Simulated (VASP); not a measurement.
Write the native input for VASP 6.6.1 that does the following.

```
Task                   : single point
Functional             : r2SCAN
Potentials or basis    : VASP PAW PBE potentials, release 64 (Ag, W_sv, Cl)
Cutoff                 : 520 eV
k mesh                 : 8 × 8 × 8
Occupations            : gaussian, width 0.1 eV
Spin                   : no spin polarisation
Dipole correction      : no
Further INCAR settings : ALGO = Normal; EDIFF = 1e-06; NBANDS = 31
```

Crystal: AgWCl3.

```xyz
5
Lattice="4.7871 0.0000 0.0000 0.0000 4.7871 0.0000 0.0000 0.0000 4.7871" Properties=species:S:1:pos:R:3 pbc="T T T"
Ag    0.0000    0.0000    0.0000
W     2.3936    2.3936    2.3936
Cl    0.0000    2.3936    2.3936
Cl    2.3936    0.0000    2.3936
Cl    2.3936    2.3936    0.0000
```

The input as run:

POSCAR

```
AgWCl3
1.0
    4.7871253232      0.0000000000      0.0000000000
    0.0000000000      4.7871253232      0.0000000000
    0.0000000000      0.0000000000      4.7871253232
Ag W Cl
1 1 3
Direct
    0.0000000000      0.0000000000      0.0000000000
    0.5000000000      0.5000000000      0.5000000000
    0.0000000000      0.5000000000      0.5000000000
    0.5000000000      0.0000000000      0.5000000000
    0.5000000000      0.5000000000      0.0000000000
```

INCAR.step1

```
PREC = Accurate
ENCUT = 520
ISMEAR = 0
SIGMA = 0.1
LREAL = False
LASPH = True
NELM = 80
NBANDS = 31
GGA = PE
ALGO = Normal
EDIFF = 1E-4
LWAVE = True
LCHARG = False
```

INCAR.step2

```
PREC = Accurate
ENCUT = 520
EDIFF = 1E-6
ISMEAR = 0
SIGMA = 0.1
LREAL = False
LASPH = True
NELM = 80
ALGO = Normal
ISIF = 2
LWAVE = False
LCHARG = False
METAGGA = R2SCAN
LMIXTAU = True
NBANDS = 31
ISTART = 1
```

KPOINTS

```
Automatic mesh
0
Gamma
  8 8 8
```

Potentials or basis: VASP PAW PBE potentials, release 64 (Ag, W_sv, Cl).

Launch:

```bash
$ cat potpaw_PBE.64/Ag/POTCAR potpaw_PBE.64/W_sv/POTCAR potpaw_PBE.64/Cl/POTCAR > POTCAR
$ cp INCAR.step1 INCAR
$ mpirun -np 1 vasp_std > vasp.out
$ cp INCAR.step2 INCAR
$ mpirun -np 1 vasp_std > vasp.out
```

It gave:

The pressure is 0.2 GPa. The band gap on the k mesh is zero (bands 23 and 24 overlap by 2.72 eV).

Caveat: the PAW data sets were made with another functional, which shifts forces and pressure a little; spin-orbit coupling is left out, which moves the levels of the heavy elements.

It took 13 min on 1 thread of AMD EPYC 7R43 64-Core Processor (Zen 3), with other jobs on the host, peak memory 0.25 GiB.
